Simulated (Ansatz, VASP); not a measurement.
## Two plane-wave programs on MoS2

```
CELL_PARAMETERS angstrom
3.17308 0.00000 0.00000
-1.58654 2.74796 0.00000
0.00000 0.00000 12.43546
ATOMIC_POSITIONS crystal
Mo 0.33333 0.66667 0.25000
Mo 0.66667 0.33333 0.75000
S 0.33333 0.66667 0.62490
S 0.66667 0.33333 0.12490
S 0.33333 0.66667 0.87510
S 0.66667 0.33333 0.37510
```

Alike in both runs: functional r2SCAN; dispersion rVV10; k mesh 12 × 12 × 4; occupations gaussian, width 0.02 eV; no spin polarisation.

Ansatz relaxed the structure, and its values are those at the end. VASP's run is a single point on that final structure, the one shown.

```csv
,VASP,Ansatz
version,VASP 6.6.1,Ansatz 0.2.0
potentials or method,"VASP PAW PBE potentials, release 64 (Mo_sv, S), cutoff 520 eV","scalar-relativistic, plane waves, PAW"
valence electrons in the cell,52,52
```

|  | VASP | Ansatz | Ansatz less VASP |
| --- | --- | --- | --- |
| gap on the k mesh at the Fermi level (eV) | 1.03 | 1.02 | -0.011 |
| least direct gap on the mesh (eV) | 1.75 | 1.74 | -0.007 |
| pressure (GPa) | 0.2 | 0.0 | -0.18 |
| rms of the force components (eV/Å) | 0.008 | 0.000 | -0.0076 |

VASP's potentials were made for PBE, not for r2SCAN.
